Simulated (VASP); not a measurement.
A run of VASP 6.6.1 is set up as follows.

The input INCAR:

```
SYSTEM = NaH
PREC = Accurate ; ENCUT = 520
EDIFF = 1E-6 ; ISMEAR = 0
SIGMA = 0.01 ; LREAL = .False.
LASPH = .True. ; NELM = 80
ALGO = Normal ; ISIF = 2
LWAVE = .False. ; LCHARG = .True.
GGA = PE ; LELF = .True.
LVHAR = .True. ; NBANDS = 16
```

File KPOINTS:

```
Automatic mesh
0
Gamma
  9 9 4
  0 0 0
```

File POSCAR:

```
NaH
1.0
    3.3112070410      0.0000000000      0.0000000000
   -1.6556035205      2.8675894147      0.0000000000
    0.0000000000      0.0000000000      5.8257239512
Na H
2 2
Direct
    0.0000000000      0.0000000000      0.0000000000
    0.0000000000      0.0000000000      0.5000000000
    0.3333333333      0.6666666667      0.2500000000
    0.6666666667      0.3333333333      0.7500000000
```

Potentials or basis: VASP PAW PBE potentials, release 64 (Na_pv, H).

Run with:

```bash
$ cat potpaw_PBE.64/Na_pv/POTCAR potpaw_PBE.64/H/POTCAR > POTCAR
$ mpirun -np 1 vasp_std > vasp.out
```

Estimate the pressure.

0.7 GPa.

What does it give for the band gap on the k mesh?

3.42 eV (least direct gap 4.58 eV).

Stress tensor (GPa, compression positive):
```
0.66 0.00 0.00
0.00 0.66 0.00
0.00 0.00 0.78
```

A k mesh can miss the band edges.
